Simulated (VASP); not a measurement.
# AlN (P6_3/mmc) in VASP: further runs, part 2 of 2

VASP 6.6.1. The steps go on from the part before.

**3. Single point, PBE (9.95 Å³/atom)**

INCAR reads:

```
ALGO     = Normal         # electronic algorithm
EDIFF    = 1E-6           # SCF threshold, eV
ENCUT    = 520            # plane-wave cutoff, eV
GGA      = PE             # functional
ISIF     = 2              # what is computed and relaxed
ISMEAR   = -1             # smearing method
LASPH    = True           # aspherical terms in the spheres
LCHARG   = False          # write CHGCAR
LREAL    = False          # projectors in reciprocal space
LWAVE    = False          # write WAVECAR
NBANDS   = 16             # bands
NELM     = 60             # most SCF steps
PREC     = Accurate       # precision mode
SIGMA    = 0.05           # smearing width, eV
```

KPOINTS reads:

```
k-points
0
Gamma
  9 9 7
```

POSCAR reads:

```
AlN
1.0
    3.3121157418      0.0000000000      0.0000000000
   -1.6560578709      2.8683763727      0.0000000000
    0.0000000000      0.0000000000      4.1875630000
Al N
2 2
Direct
    0.6666666667      0.3333333333      0.2500000000
    0.3333333333      0.6666666667      0.7500000000
    0.6666666667      0.3333333333      0.7500000000
    0.3333333333      0.6666666667      0.2500000000
```

Potentials or basis: VASP PAW PBE potentials, release 64 (Al, N).

Command:

```bash
$ cat potpaw_PBE.64/Al/POTCAR potpaw_PBE.64/N/POTCAR > POTCAR
$ mpirun -np 1 vasp_std > vasp.out
```

OUTCAR:

```text
EDIFF = 1E-6
   ENCUT = 520
   GGA = PE
   ISIF = 2
   ISMEAR = -1
   LASPH = True
   LREAL = False
   NELM = 60
   PREC = Accurate

 ion  position               nearest neighbor table
   1  0.667  0.333  0.250-   4 1.91   4 1.91   4 1.91   3 2.09   3 2.09   2 2.84   2 2.84   2 2.84
                             2 2.84   2 2.84   2 2.84
   2  0.333  0.667  0.750-   3 1.91   3 1.91   3 1.91   4 2.09   4 2.09   1 2.84   1 2.84   1 2.84
                             1 2.84   1 2.84   1 2.84
   3  0.667  0.333  0.750-   2 1.91   2 1.91   2 1.91   1 2.09   1 2.09
   4  0.333  0.667  0.250-   1 1.91   1 1.91   1 1.91   2 2.09   2 2.09

  LATTYP: Found a hexagonal cell.
 ALAT       =     3.3121157418
 C/A-ratio  =     1.2643166261

  Lattice vectors:

 A1 = (   3.3121157418,   0.0000000000,   0.0000000000)
 A2 = (  -1.6560578709,   2.8683763727,   0.0000000000)
 A3 = (   0.0000000000,   0.0000000000,   4.1875630000)

Analysis of symmetry for initial positions (statically):
=====================================================================
 Subroutine PRICEL returns:
 Original cell was already a primitive cell.

 Routine SETGRP: Setting up the symmetry group for a
 hexagonal supercell.

 Subroutine GETGRP returns: Found 24 space group operations
 (whereof 12 operations were pure point group operations)
 out of a pool of 24 trial point group operations.

The static configuration has the point symmetry D_3d.
 The point group associated with its full space group is D_6h.

Analysis of symmetry for dynamics (positions and initial velocities):
=====================================================================
 Subroutine PRICEL returns:
 Original cell was already a primitive cell.

 Routine SETGRP: Setting up the symmetry group for a
 hexagonal supercell.

 Subroutine GETGRP returns: Found 24 space group operations
 (whereof 12 operations were pure point group operations)
 out of a pool of 24 trial point group operations.

The dynamic configuration has the point symmetry D_3d.
 The point group associated with its full space group is D_6h.

 Subroutine INISYM returns: Found 24 space group operations
 (whereof 12 operations are pure point group operations),
 and found     1 'primitive' translations

----------------------------------------------------------------------------------------

                                     Primitive cell

  volume of cell :      39.7835

  direct lattice vectors                    reciprocal lattice vectors
     3.312115742  0.000000000  0.000000000     0.301921816  0.174314642  0.000000000
    -1.656057871  2.868376373  0.000000000     0.000000000  0.348629284  0.000000000
     0.000000000  0.000000000  4.187563000     0.000000000  0.000000000  0.238802377

  length of vectors
     3.312115742  3.312115742  4.187563000     0.348629284  0.348629284  0.238802377

  position of ions in fractional coordinates (direct lattice)
     0.666666667  0.333333333  0.250000000
     0.333333333  0.666666667  0.750000000
     0.666666667  0.333333333  0.750000000
     0.333333333  0.666666667  0.250000000

  ion indices of the primitive-cell ions
   primitive index   ion index
[... 22 lines left out ...]

  Shift w.r.t. Gamma in fractional coordinates (k-lattice)
     0.000000000  0.000000000  0.000000000

 Subroutine IBZKPT returns following result:
 ===========================================

 Found     48 irreducible k-points:

 Following reciprocal coordinates:
            Coordinates               Weight
  0.000000  0.000000  0.000000      1.000000
  0.111111  0.000000  0.000000      6.000000
  0.222222  0.000000  0.000000      6.000000
  0.333333  0.000000  0.000000      6.000000
  0.444444  0.000000  0.000000      6.000000
  0.111111  0.111111  0.000000      6.000000
[... 16 lines left out ...]
  0.333333  0.222222  0.142857     24.000000
  0.333333  0.333333  0.142857      4.000000
 [... further k-points ...]
   k-points           NKPTS =     48   k-points in BZ     NKDIM =     48   number of bands    NBANDS=     16
   number of dos      NEDOS =    301   number of ions     NIONS =      4
   total plane-waves  NPLWV =  25088
   dimension x,y,z NGX =    28 NGY =   28 NGZ =   32
   dimension x,y,z NGXF=    56 NGYF=   56 NGZF=   64
   ions per type =               2   2
   NGX,Y,Z   is equivalent  to a cutoff of  14.05, 14.05, 12.70 a.u.
   NGXF,Y,Z  is equivalent  to a cutoff of  28.11, 28.11, 25.41 a.u.
 SYSTEM =  unknown system
   PREC   = accura    normal or accurate (medium, high low for compatibility)
   ISTART =      0    job   : 0-new  1-cont  2-samecut
   ICHARG =      2    charge: 1-file 2-atom 10-const
   ISPIN  =      1    spin polarized calculation?
   LNONCOLLINEAR =      F non collinear calculations
   LSORBIT =      F    spin-orbit coupling
   LASPH  =      T    aspherical Exc in radial PAW
   ENCUT  =  520.0 eV  38.22 Ry    6.18 a.u.   6.16  6.16  7.79*2*pi/ulx,y,z
   NELM   =     60;   NELMIN=  2; NELMDL= -5     # of ELM steps
   EDIFF  = 0.1E-05   stopping-criterion for ELM
   LREAL  =      F    real-space projection
   EDIFFG = 0.1E-04   stopping-criterion for IOM
   NSW    =      0    number of steps for IOM
   IBRION =     -1    ionic relax: 0-MD 1-quasi-New 2-CG
   NFREE  =      0    steps in history (QN), initial steepest desc. (CG)
   ISIF   =      2    stress and relaxation
   ISYM   =      2    0-nonsym 1-usesym 2-fastsym
   POTIM  = 0.5000    time-step for ionic-motion
   TEBEG  =    0.0;   TEEND  =   0.0 temperature during run
   PSTRESS=    0.0 pullay stress
   NELECT =      16.0000    total number of electrons
   NUPDOWN=      -1.0000    fix difference up-down
   EMIN   =  10.00;   EMAX   =-10.00  energy-range for DOS
   EFERMI =   0.00;   METHOD = LEGACY
   ISMEAR =    -1;   SIGMA  =   0.05  broadening in eV -4-tet -1-fermi 0-gaus
   EFERMI_NEDOS =   21; number of points for ismear=-14 and -15
   IALGO  =     38    algorithm
   IMIX   =      4    mixing-type and parameters
     AMIX     =   0.40;   BMIX     =  1.00
     AMIX_MAG =   1.60;   BMIX_MAG =  1.00
  volume/ion in A,a.u.               =       9.95        67.12
  Fermi-wavevector in a.u.,A,eV,Ry     =   1.208409  2.283561 19.867927  1.460251
  Thomas-Fermi vector in A             =   2.344017
   LORBIT       =      0    0 simple, 1 ext, 2 COOP (PROOUT), +10 PAW based schemes
   GGA     = PE    functional components
[... 5 lines left out ...]
 non-spin polarized calculation
  energy-cutoff  :      520.00
  volume of cell :       39.78
 maximum number of plane-waves:      1090
 NGX is ok and might be reduce to    28
   NGX = 13   NGY = 13   NGZ = 15

 number of electron      15.9999999 magnetization

 Free energy of the ion-electron system (eV)
  ---------------------------------------------------
  ext. energy  EPLUGINS =         0.00000000
  ---------------------------------------------------
  free energy    TOTEN  =       -29.31897545 eV

  energy without entropy =      -29.31897545  energy(sigma->0) =      -29.31897545

 E-fermi :   8.8820     XC(G=0): -11.1609

 val. band max:        7.9494828496   @ k =   0.0000   0.0000   0.0000
 cond. band min:      11.2186148420   @ k =   0.0000   0.0000   0.0000
 fundamental gap:      3.2691319924
 Fermi energy:         8.8820363232

 k-point     1 :       0.0000    0.0000    0.0000
  band No.  band energies     occupation
      1      -8.8337      2.00000
      2      -5.2136      2.00000
      3       1.0875      2.00000
      4       4.6811      2.00000
      5       4.6811      2.00000
      6       6.3411      2.00000
[... 433 lines left out ...]
      3       1.3944      2.00000
      4       2.5614      2.00000
      5       2.5614      2.00000
      6       5.0526      2.00000
[... 8 lines left out ...]
     15      19.1629      0.00000
     16      20.8705      0.00000

 [... further k-points ...]

------------------------ aborting loop because EDIFF is reached ----------------------------------------

  FORCE on cell =-STRESS in cart. coord.  units (eV):
  Direction    XX          YY          ZZ          XY          YZ          ZX
  --------------------------------------------------------------------------------------
  -------------------------------------------------------------------------------------
  Total        0.0023898      0.0023898      0.0055741      0.0000000     -0.0000000     -0.0000000
  in kB        0.0962414      0.0962414      0.2244815      0.0000000     -0.0000000     -0.0000000
  external PRESSURE =       0.1389881 kB  Pullay stress =       0.0000000 kB

 VOLUME and BASIS-vectors are now :
 -----------------------------------------------------------------------------
  energy-cutoff  :      520.00
  volume of cell :       39.78
      direct lattice vectors                 reciprocal lattice vectors
     3.312115742  0.000000000  0.000000000     0.301921816  0.174314642  0.000000000
    -1.656057871  2.868376373  0.000000000     0.000000000  0.348629284  0.000000000
     0.000000000  0.000000000  4.187563000     0.000000000  0.000000000  0.238802377

 POSITION                                       TOTAL-FORCE (eV/Angst)
 -----------------------------------------------------------------------------------
      1.65606      0.95613      1.04689         0.000000     -0.000000      0.000000
     -0.00000      1.91225      3.14067        -0.000000      0.000000      0.000000
      1.65606      0.95613      3.14067        -0.000000     -0.000000      0.000000
     -0.00000      1.91225      1.04689        -0.000000      0.000000      0.000000
 -----------------------------------------------------------------------------------
    total drift:                               -0.000000     -0.000000     -0.000000

  FREE ENERGIE OF THE ION-ELECTRON SYSTEM (eV)
  ---------------------------------------------------
  free  energy   TOTEN  =       -29.3189754545 eV

  energy  without entropy=      -29.3189754545  energy(sigma->0) =      -29.31897545
```

It took 40 s on 1 thread of Intel Xeon 8259CL, shared host; peak memory 0.17 GiB.

Results:

- Free energy: -29.3190 eV
- Pressure: 0.0 GPa
- Band gap on the k mesh: 3.27 eV

Caveat: an odd mesh through Γ misses points on the zone boundary, where band edges can lie.
